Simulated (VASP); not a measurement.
# Na (Fm-3m) in VASP: single point with r2SCAN

Aim: the single point of Na with r2SCAN.

Everything below comes from runs of VASP 6.6.1. Logs are shortened: lines on timing, memory, paths and dates and some standing lists are left out, and cuts for length are marked.

## 1. The cell of the first run

It takes space group Fm-3m (No. 225, cubic). The conventional cell has a = 5.332 Å, b = 5.332 Å, c = 5.332 Å, α = 90.00°, β = 90.00°, γ = 90.00°. Na (site symmetry m-3m) has 12 Na at 3.77 Å within 5.0 Å.

## 2. Single point, r2SCAN

File POSCAR:

```
Na
1.0
    5.3316488516      0.0000000000      0.0000000000
    0.0000000000      5.3316488516      0.0000000000
    0.0000000000      0.0000000000      5.3316488516
Na
4
Direct
    0.0000000000      0.0000000000      0.0000000000
    0.0000000000      0.5000000000      0.5000000000
    0.5000000000      0.0000000000      0.5000000000
    0.5000000000      0.5000000000      0.0000000000
```

File INCAR.step1:

```
SYSTEM = Na
  PREC = Accurate
  ENCUT = 520
  ISMEAR = 0
  SIGMA = 0.1
  LREAL = .FALSE.
  LASPH = .TRUE.
  NELM = 60
  NBANDS = 22
  GGA = PE
  ALGO = Normal
  EDIFF = 1E-4
  LWAVE = .TRUE.
  LCHARG = .FALSE.
```

File INCAR.step2:

```
SYSTEM = Na
  PREC = Accurate
  ENCUT = 520
  EDIFF = 1E-7
  ISMEAR = 0
  SIGMA = 0.1
  LREAL = .FALSE.
  LASPH = .TRUE.
  NELM = 60
  ALGO = Normal
  ISIF = 2
  LWAVE = .FALSE.
  LCHARG = .FALSE.
  METAGGA = R2SCAN
  LMIXTAU = .TRUE.
  NBANDS = 22
  ISTART = 1
```

File KPOINTS:

```
Automatic mesh
0
G
  4 4 4
  0 0 0
```

Potentials or basis: VASP PAW PBE potentials, release 64 (Na_pv).

Launch:

```console
> cat potpaw_PBE.64/Na_pv/POTCAR > POTCAR
> cp INCAR.step1 INCAR
> mpirun -np 1 vasp_std > vasp.out
> cp INCAR.step2 INCAR
> mpirun -np 1 vasp_std > vasp.out
```

OUTCAR:

```text
SYSTEM = Na
   PREC = Accurate
   ENCUT = 520
   EDIFF = 1E-7
   ISMEAR = 0
   LREAL = .FALSE.
   LASPH = .TRUE.
   NELM = 60
   ISIF = 2
   METAGGA = R2SCAN
   ISTART = 1

 ion  position               nearest neighbor table
   1  0.000  0.000  0.000-
   2  0.000  0.500  0.500-
   3  0.500  0.000  0.500-
   4  0.500  0.500  0.000-

  LATTYP: Found a simple cubic cell.
 ALAT       =     5.3316488516

  Lattice vectors:

 A1 = (   5.3316488516,   0.0000000000,   0.0000000000)
 A2 = (   0.0000000000,   5.3316488516,   0.0000000000)
 A3 = (   0.0000000000,   0.0000000000,   5.3316488516)

Analysis of symmetry for initial positions (statically):
=====================================================================
 Subroutine PRICEL returns following result:

  LATTYP: Found a face centered cubic cell.
 ALAT       =     5.3316488516

  Lattice vectors:

 A1 = (   2.6658244258,  -2.6658244258,   0.0000000000)
 A2 = (   2.6658244258,   0.0000000000,   2.6658244258)
 A3 = (   0.0000000000,  -2.6658244258,   2.6658244258)

   4 primitive cells build up your supercell.

 Routine SETGRP: Setting up the symmetry group for a
 simple cubic supercell.

 Subroutine GETGRP returns: Found 48 space group operations
 (whereof 48 operations were pure point group operations)
 out of a pool of 48 trial point group operations.

The static configuration has the point symmetry O_h .

Analysis of symmetry for dynamics (positions and initial velocities):
=====================================================================
 Subroutine PRICEL returns following result:

  LATTYP: Found a face centered cubic cell.
 ALAT       =     5.3316488516

  Lattice vectors:

 A1 = (   2.6658244258,  -2.6658244258,   0.0000000000)
 A2 = (   2.6658244258,   0.0000000000,   2.6658244258)
 A3 = (   0.0000000000,  -2.6658244258,   2.6658244258)

   4 primitive cells build up your supercell.

 Routine SETGRP: Setting up the symmetry group for a
 simple cubic supercell.

 Subroutine GETGRP returns: Found 48 space group operations
 (whereof 48 operations were pure point group operations)
 out of a pool of 48 trial point group operations.

The dynamic configuration has the point symmetry O_h .

 Subroutine INISYM returns: Found 48 space group operations
 (whereof 48 operations are pure point group operations),
 and found     4 'primitive' translations

----------------------------------------------------------------------------------------

                                     Primitive cell

  volume of cell :      37.8900

  direct lattice vectors                    reciprocal lattice vectors
     2.665824426 -2.665824426  0.000000000     0.187559239 -0.187559239 -0.187559239
     2.665824426  0.000000000  2.665824426     0.187559239  0.187559239  0.187559239
     0.000000000 -2.665824426  2.665824426    -0.187559239 -0.187559239  0.187559239

  length of vectors
     3.770045058  3.770045058  3.770045058     0.324862131  0.324862131  0.324862131

  position of ions in fractional coordinates (direct lattice)
     0.000000000  0.000000000  0.000000000

  ion indices of the primitive-cell ions
   primitive index   ion index
                 1           1

----------------------------------------------------------------------------------------

 KPOINTS: Automatic mesh

Automatic generation of k-mesh.
 Grid dimensions read from file:
 generate k-points for:    4    4    4

 Generating k-lattice:

  Cartesian coordinates                     Fractional coordinates (reciprocal lattice)
     0.046889810  0.000000000  0.000000000     0.250000000  0.000000000  0.000000000
     0.000000000  0.046889810  0.000000000     0.000000000  0.250000000  0.000000000
     0.000000000  0.000000000  0.046889810     0.000000000  0.000000000  0.250000000

  Length of vectors
     0.046889810  0.046889810  0.046889810

  Shift w.r.t. Gamma in fractional coordinates (k-lattice)
     0.000000000  0.000000000  0.000000000

 Subroutine IBZKPT returns following result:
 ===========================================

 Found     10 irreducible k-points:

 Following reciprocal coordinates:
            Coordinates               Weight
  0.000000  0.000000  0.000000      1.000000
  0.250000  0.000000  0.000000      6.000000
  0.500000  0.000000  0.000000      3.000000
  0.250000  0.250000  0.000000     12.000000
  0.500000  0.250000  0.000000     12.000000
  0.500000  0.500000  0.000000      3.000000
  0.250000  0.250000  0.250000      8.000000
  0.500000  0.250000  0.250000     12.000000
  0.500000  0.500000  0.250000      6.000000
  0.500000  0.500000  0.500000      1.000000
   k-points           NKPTS =     10   k-points in BZ     NKDIM =     10   number of bands    NBANDS=     22
   number of dos      NEDOS =    301   number of ions     NIONS =      4
   total plane-waves  NPLWV =  64000
   dimension x,y,z NGX =    40 NGY =   40 NGZ =   40
   dimension x,y,z NGXF=    80 NGYF=   80 NGZF=   80
   ions per type =               4
   NGX,Y,Z   is equivalent  to a cutoff of  12.47, 12.47, 12.47 a.u.
   NGXF,Y,Z  is equivalent  to a cutoff of  24.94, 24.94, 24.94 a.u.
 SYSTEM =  Na
   PREC   = accura    normal or accurate (medium, high low for compatibility)
   ISTART =      1    job   : 0-new  1-cont  2-samecut
   ICHARG =      0    charge: 1-file 2-atom 10-const
   ISPIN  =      1    spin polarized calculation?
   LNONCOLLINEAR =      F non collinear calculations
   LSORBIT =      F    spin-orbit coupling
   LASPH  =      T    aspherical Exc in radial PAW
   ENCUT  =  520.0 eV  38.22 Ry    6.18 a.u.   9.91  9.91  9.91*2*pi/ulx,y,z
   NELM   =     60;   NELMIN=  2; NELMDL=  0     # of ELM steps
   EDIFF  = 0.1E-06   stopping-criterion for ELM
   LREAL  =      F    real-space projection
   EDIFFG = 0.1E-05   stopping-criterion for IOM
   NSW    =      0    number of steps for IOM
   IBRION =     -1    ionic relax: 0-MD 1-quasi-New 2-CG
   NFREE  =      0    steps in history (QN), initial steepest desc. (CG)
   ISIF   =      2    stress and relaxation
   ISYM   =      2    0-nonsym 1-usesym 2-fastsym
   POTIM  = 0.5000    time-step for ionic-motion
   TEBEG  =    0.0;   TEEND  =   0.0 temperature during run
   PSTRESS=    0.0 pullay stress
   NELECT =      28.0000    total number of electrons
   NUPDOWN=      -1.0000    fix difference up-down
   EMIN   =  10.00;   EMAX   =-10.00  energy-range for DOS
   EFERMI =   0.00;   METHOD = LEGACY
   ISMEAR =     0;   SIGMA  =   0.10  broadening in eV -4-tet -1-fermi 0-gaus
   EFERMI_NEDOS =   21; number of points for ismear=-14 and -15
   IALGO  =     38    algorithm
   IMIX   =      4    mixing-type and parameters
     AMIX     =   0.40;   BMIX     =  1.00
     AMIX_MAG =   1.60;   BMIX_MAG =  1.00
  volume/ion in A,a.u.               =      37.89       255.69
  Fermi-wavevector in a.u.,A,eV,Ry     =   0.932394  1.761968 11.828332  0.869358
  Thomas-Fermi vector in A             =   2.058987
   LORBIT       =      0    0 simple, 1 ext, 2 COOP (PROOUT), +10 PAW based schemes
   METAGGA = R2SCAN    functional components
   LHFCALC =     F    Hartree Fock is set to
   AEXX    =    0.0000 exact exchange contribution
   IVDW    =     0    specifies the selected vdW correction
   LEPSILON=     F    determine dielectric tensor
   LRPA    =     F    only Hartree local field effects (RPA)
 non-spin polarized calculation
 Gauss-broadening in eV      SIGMA  =   0.10
  energy-cutoff  :      520.00
  volume of cell :      151.56
 maximum number of plane-waves:      4116
 NGX is ok and might be reduce to    40
   NGX = 19   NGY = 19   NGZ = 19

 number of electron      27.9999924 magnetization

 Free energy of the ion-electron system (eV)
  ---------------------------------------------------
  ext. energy  EPLUGINS =         0.00000000
  ---------------------------------------------------
  free energy    TOTEN  =       -14.15348138 eV

  energy without entropy =      -14.13826213  energy(sigma->0) =      -14.14587176

 E-fermi :   0.3192     XC(G=0):  -6.8580

 val. band max:        0.0359228514   @ k =   0.2500   0.0000   0.0000
 cond. band min:       0.3766311816   @ k =   0.2500   0.2500   0.0000
 fundamental gap:      0.3407083302
 Fermi energy:         0.3192046785

 k-point     1 :       0.0000    0.0000    0.0000
  band No.  band energies     occupation
      1     -25.7722      2.00000
      2     -25.7722      2.00000
      3     -25.7722      2.00000
      4     -25.7532      2.00000
      5     -25.7532      2.00000
      6     -25.7532      2.00000
[... 14 lines left out ...]
     21       6.8005      0.00000
     22       6.8005      0.00000

 k-point     2 :       0.2500    0.0000    0.0000
  band No.  band energies     occupation
      1     -25.7694      2.00000
      2     -25.7694      2.00000
      3     -25.7678      2.00000
      4     -25.7560      2.00000
      5     -25.7560      2.00000
      6     -25.7533      2.00000
[... 14 lines left out ...]
     21       5.4232      0.00000
     22       6.5696      0.00000

 k-point     3 :       0.5000    0.0000    0.0000
  band No.  band energies     occupation
      1     -25.7627      2.00000
      2     -25.7627      2.00000
      3     -25.7627      2.00000
      4     -25.7627      2.00000
      5     -25.7571      2.00000
      6     -25.7571      2.00000
[... 14 lines left out ...]
     21       5.5555      0.00000
     22       5.5555      0.00000
[... 126 lines left out ...]
 k-point     9 :       0.5000    0.5000    0.2500
  band No.  band energies     occupation
      1     -25.7705      2.00000
      2     -25.7705      2.00000
      3     -25.7705      2.00000
      4     -25.7705      2.00000
      5     -25.7492      2.00000
      6     -25.7492      2.00000
[... 14 lines left out ...]
     21       8.2182      0.00000
     22       8.2182      0.00000

 k-point    10 :       0.5000    0.5000    0.5000
  band No.  band energies     occupation
      1     -25.7742      2.00000
      2     -25.7742      2.00000
      3     -25.7742      2.00000
      4     -25.7742      2.00000
      5     -25.7457      2.00000
      6     -25.7457      2.00000
[... 14 lines left out ...]
     21      10.9205      0.00000
     22      10.9205      0.00000

------------------------ aborting loop because EDIFF is reached ----------------------------------------

  FORCE on cell =-STRESS in cart. coord.  units (eV):
  Direction    XX          YY          ZZ          XY          YZ          ZX
  --------------------------------------------------------------------------------------
  -------------------------------------------------------------------------------------
  Total        0.0717995      0.0717995      0.0717995     -0.0000000     -0.0000000      0.0000000
  in kB        0.7590095      0.7590095      0.7590095     -0.0000000     -0.0000000      0.0000000
  external PRESSURE =       0.7590095 kB  Pullay stress =       0.0000000 kB

 VOLUME and BASIS-vectors are now :
 -----------------------------------------------------------------------------
  energy-cutoff  :      520.00
  volume of cell :      151.56
      direct lattice vectors                 reciprocal lattice vectors
     5.331648852  0.000000000  0.000000000     0.187559239  0.000000000  0.000000000
     0.000000000  5.331648852  0.000000000     0.000000000  0.187559239  0.000000000
     0.000000000  0.000000000  5.331648852     0.000000000  0.000000000  0.187559239

 POSITION                                       TOTAL-FORCE (eV/Angst)
 -----------------------------------------------------------------------------------
      0.00000      0.00000      0.00000        -0.000000      0.000000     -0.000000
      0.00000      2.66582      2.66582         0.000000      0.000000      0.000000
      2.66582      0.00000      2.66582        -0.000000     -0.000000      0.000000
      2.66582      2.66582      0.00000        -0.000000     -0.000000     -0.000000
 -----------------------------------------------------------------------------------
    total drift:                               -0.000000      0.000000     -0.000000

  FREE ENERGIE OF THE ION-ELECTRON SYSTEM (eV)
  ---------------------------------------------------
  free  energy   TOTEN  =       -14.1534813828 eV

  energy  without entropy=      -14.1382621285  energy(sigma->0) =      -14.14587176
```

It took 52 s on 1 thread of Intel Xeon 6975P-C (Granite Rapids), shared host; peak memory 0.25 GiB.

What came out:

```yaml
Free_energy: -14.1535 eV
Pressure: 0.1 GPa
Band_gap_on_the_k_mesh: zero (band 14 reaches 2.11 eV, above the bottom of band 15 at -0.31 eV)
```

Caveat: the PAW data sets were made with another functional, which shifts forces and pressure a little.
